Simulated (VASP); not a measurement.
# NaF (Fm-3m) in VASP: a series of runs

Runs on NaF. Level: PBE. Tasks: single point.

All numbers are computed with VASP 6.6.1; they aren't measurements. Logs are shortened: lines on timing, memory, paths and dates and some standing lists are left out, and cuts for length are marked.

### Step 1. The cell of the first run

It takes space group Fm-3m (No. 225, cubic). The conventional cell has a = 4.738 Å, b = 4.738 Å, c = 4.738 Å, α = 90.00°, β = 90.00°, γ = 90.00°. Within 3.1 Å of Na (site symmetry m-3m) lie 6 F at 2.37 Å. Within 3.1 Å of F (site symmetry m-3m) lie 6 Na at 2.37 Å.

### Step 2. Single point, PBE

INCAR

```
SYSTEM = NaF
PREC     = Accurate       ! precision mode
ENCUT    = 520            ! plane-wave cutoff, eV
EDIFF    = 1E-7           ! SCF threshold, eV
ISMEAR   = 0              ! smearing method
SIGMA    = 0.02           ! smearing width, eV
LREAL    = .False.        ! projectors in reciprocal space
LASPH    = .True.         ! aspherical terms in the spheres
NELM     = 80             ! most SCF steps
ALGO     = Normal         ! electronic algorithm
ISIF     = 2              ! what is computed and relaxed
LWAVE    = .False.        ! write WAVECAR
LCHARG   = .False.        ! write CHGCAR
GGA      = PE             ! functional
NBANDS   = 14             ! bands
```

KPOINTS

```
regular mesh
0
Gamma
  8 8 8
  0 0 0
```

POSCAR

```
NaF
1.0
    0.0000000000      2.3689147469      2.3689147469
    2.3689147469      0.0000000000      2.3689147469
    2.3689147469      2.3689147469      0.0000000000
Na F
1 1
Direct
    0.0000000000      0.0000000000      0.0000000000
    0.5000000000      0.5000000000      0.5000000000
```

Potentials or basis: VASP PAW PBE potentials, release 64 (Na_pv, F).

Started as:

```console
$ cat potpaw_PBE.64/Na_pv/POTCAR potpaw_PBE.64/F/POTCAR > POTCAR
$ mpirun -np 1 vasp_std > vasp.out
```

OUTCAR:

```text
SYSTEM = NaF
   PREC = Accurate
   ENCUT = 520
   EDIFF = 1E-7
   ISMEAR = 0
   LREAL = .False.
   LASPH = .True.
   NELM = 80
   ISIF = 2
   GGA = PE

 ion  position               nearest neighbor table
   1  0.000  0.000  0.000-
   2  0.500  0.500  0.500-

  LATTYP: Found a face centered cubic cell.
 ALAT       =     4.7378294938

  Lattice vectors:

 A1 = (   0.0000000000,   2.3689147469,   2.3689147469)
 A2 = (   2.3689147469,   0.0000000000,   2.3689147469)
 A3 = (   2.3689147469,   2.3689147469,   0.0000000000)

Analysis of symmetry for initial positions (statically):
=====================================================================
 Subroutine PRICEL returns:
 Original cell was already a primitive cell.

 Routine SETGRP: Setting up the symmetry group for a
 face centered cubic supercell.

 Subroutine GETGRP returns: Found 48 space group operations
 (whereof 48 operations were pure point group operations)
 out of a pool of 48 trial point group operations.

The static configuration has the point symmetry O_h .

Analysis of symmetry for dynamics (positions and initial velocities):
=====================================================================
 Subroutine PRICEL returns:
 Original cell was already a primitive cell.

 Routine SETGRP: Setting up the symmetry group for a
 face centered cubic supercell.

 Subroutine GETGRP returns: Found 48 space group operations
 (whereof 48 operations were pure point group operations)
 out of a pool of 48 trial point group operations.

The dynamic configuration has the point symmetry O_h .

 Subroutine INISYM returns: Found 48 space group operations
 (whereof 48 operations are pure point group operations),
 and found     1 'primitive' translations

----------------------------------------------------------------------------------------

                                     Primitive cell

  volume of cell :      26.5875

  direct lattice vectors                    reciprocal lattice vectors
     0.000000000  2.368914747  2.368914747    -0.211067114  0.211067114  0.211067114
     2.368914747  0.000000000  2.368914747     0.211067114 -0.211067114  0.211067114
     2.368914747  2.368914747  0.000000000     0.211067114  0.211067114 -0.211067114

  length of vectors
     3.350151363  3.350151363  3.350151363     0.365578966  0.365578966  0.365578966

  position of ions in fractional coordinates (direct lattice)
     0.000000000  0.000000000  0.000000000
     0.500000000  0.500000000  0.500000000

  ion indices of the primitive-cell ions
   primitive index   ion index
                 1           1
[... 79 lines left out ...]
   ISIF   =      2    stress and relaxation
   ISYM   =      2    0-nonsym 1-usesym 2-fastsym
   POTIM  = 0.5000    time-step for ionic-motion
   TEBEG  =    0.0;   TEEND  =   0.0 temperature during run
   PSTRESS=    0.0 pullay stress
   NELECT =      14.0000    total number of electrons
   NUPDOWN=      -1.0000    fix difference up-down
   EMIN   =  10.00;   EMAX   =-10.00  energy-range for DOS
   EFERMI =   0.00;   METHOD = LEGACY
   ISMEAR =     0;   SIGMA  =   0.02  broadening in eV -4-tet -1-fermi 0-gaus
   EFERMI_NEDOS =   21; number of points for ismear=-14 and -15
   IALGO  =     38    algorithm
   IMIX   =      4    mixing-type and parameters
     AMIX     =   0.40;   BMIX     =  1.00
     AMIX_MAG =   1.60;   BMIX_MAG =  1.00
  volume/ion in A,a.u.               =      13.29        89.71
  Fermi-wavevector in a.u.,A,eV,Ry     =   1.321980  2.498179 23.777950  1.747630
  Thomas-Fermi vector in A             =   2.451694
   LORBIT       =      0    0 simple, 1 ext, 2 COOP (PROOUT), +10 PAW based schemes
   GGA     = PE    functional components
   LHFCALC =     F    Hartree Fock is set to
   AEXX    =    0.0000 exact exchange contribution
   IVDW    =     0    specifies the selected vdW correction
   LEPSILON=     F    determine dielectric tensor
   LRPA    =     F    only Hartree local field effects (RPA)
 non-spin polarized calculation
 Gauss-broadening in eV      SIGMA  =   0.02
  energy-cutoff  :      520.00
  volume of cell :       26.59
 maximum number of plane-waves:       725
 NGX is ok and might be reduce to    28
   NGX = 13   NGY = 13   NGZ = 13

 number of electron      13.9999990 magnetization

 Free energy of the ion-electron system (eV)
  ---------------------------------------------------
  ext. energy  EPLUGINS =         0.00000000
  ---------------------------------------------------
  free energy    TOTEN  =        -8.56793213 eV

  energy without entropy =       -8.56793213  energy(sigma->0) =       -8.56793213

 E-fermi :  -2.1592     XC(G=0):  -8.8426

 val. band max:       -2.3584153551   @ k =   0.0000   0.0000   0.0000
 cond. band min:       3.5961040652   @ k =   0.0000   0.0000   0.0000
 fundamental gap:      5.9545194203
 Fermi energy:        -2.1591955336

 k-point     1 :       0.0000    0.0000    0.0000
  band No.  band energies     occupation
      1     -21.5091      2.00000
      2     -21.5091      2.00000
      3     -21.5091      2.00000
      4     -21.4269      2.00000
      5      -2.3584      2.00000
      6      -2.3584      2.00000
      7      -2.3584      2.00000
      8       3.5961      0.00000
      9      16.1414      0.00000
     10      16.1414      0.00000
     11      16.1414      0.00000
     12      18.8720      0.00000
     13      20.9728      0.00000
     14      20.9728      0.00000
[... 377 lines left out ...]
      1     -21.9953      2.00000
      2     -21.5523      2.00000
      3     -21.5338      2.00000
      4     -20.8027      2.00000
      5      -3.5537      2.00000
      6      -2.8824      2.00000
      7      -2.6593      2.00000
      8       8.9947      0.00000
      9       9.8286      0.00000
     10      14.0747      0.00000
     11      15.8521      0.00000
     12      19.0548      0.00000
     13      20.0585      0.00000
     14      24.5876      0.00000

 [... further k-points ...]
[... 5 lines left out ...]
  --------------------------------------------------------------------------------------
  -------------------------------------------------------------------------------------
  Total       -0.1886686     -0.1886686     -0.1886686      0.0000000     -0.0000000     -0.0000000
  in kB      -11.3692547    -11.3692547    -11.3692547      0.0000000     -0.0000000     -0.0000000
  external PRESSURE =     -11.3692547 kB  Pullay stress =       0.0000000 kB

 VOLUME and BASIS-vectors are now :
 -----------------------------------------------------------------------------
  energy-cutoff  :      520.00
  volume of cell :       26.59
      direct lattice vectors                 reciprocal lattice vectors
     0.000000000  2.368914747  2.368914747    -0.211067114  0.211067114  0.211067114
     2.368914747  0.000000000  2.368914747     0.211067114 -0.211067114  0.211067114
     2.368914747  2.368914747  0.000000000     0.211067114  0.211067114 -0.211067114

 POSITION                                       TOTAL-FORCE (eV/Angst)
 -----------------------------------------------------------------------------------
      0.00000      0.00000      0.00000         0.000000     -0.000000     -0.000000
      2.36891      2.36891      2.36891        -0.000000      0.000000      0.000000
 -----------------------------------------------------------------------------------
    total drift:                                0.000000      0.000000      0.000000

  FREE ENERGIE OF THE ION-ELECTRON SYSTEM (eV)
  ---------------------------------------------------
  free  energy   TOTEN  =        -8.5679321259 eV

  energy  without entropy=       -8.5679321259  energy(sigma->0) =       -8.56793213
```

It took 9.3 s on 1 thread of Intel Xeon Platinum 8488C (Sapphire Rapids), shared host; peak memory 0.15 GiB.

Results:

| Property | Result |
| --- | --- |
| Free energy | -8.5679 eV |
| Pressure | -1.1 GPa |
| Band gap on the k mesh | 5.95 eV, direct |

Expect the measured gap to be larger: semilocal functionals such as PBE lack the derivative discontinuity.

### Step 3. Single point, PBE

INCAR

```
  ALGO = Normal
  EDIFF = 1E-6
  ENCUT = 520
  GGA = PE
  ISIF = 2
  ISMEAR = 0
  LASPH = True
  LCHARG = True
  LELF = True
  LREAL = False
  LVHAR = True
  LWAVE = False
  NBANDS = 14
  NELM = 60
  PREC = Accurate
  SIGMA = 0.02
```

KPOINTS

```
k-points
0
Gamma
  8 8 8
```

POSCAR is that of step 2.

Potentials or basis: VASP PAW PBE potentials, release 64 (Na_pv, F).

Started as:

```console
$ cat potpaw_PBE.64/Na_pv/POTCAR potpaw_PBE.64/F/POTCAR > POTCAR
$ mpirun -np 1 vasp_std > vasp.out
```

Wall time 9 s (1 thread of Intel Xeon Platinum 8488C (Sapphire Rapids), shared host); peak memory 0.15 GiB.

It converged, with:

```yaml
Free_energy: -8.5679 eV
Pressure: -1.2 GPa
Band_gap_on_the_k_mesh: 5.95 eV, direct
```

Levels at points of the mesh, in eV from the valence-band top:
```csv
k point,band 3,band 4,band 5,band 6,band 7,band 8,band 9,band 10,band 11,band 12
"(0.00, 0.00, 0.00)",-19.15,-19.07,0.00,0.00,0.00,5.95,18.50,18.50,18.50,21.23
"(0.50, 0.00, 0.00)",-19.16,-18.33,-1.45,-0.22,-0.22,10.38,11.91,19.39,19.39,22.13
"(0.50, 0.50, 0.00)",-19.19,-18.86,-1.17,-0.37,-0.37,12.61,12.96,13.07,18.92,18.92
```

Expect the measured gap to be larger: semilocal functionals such as PBE lack the derivative discontinuity.
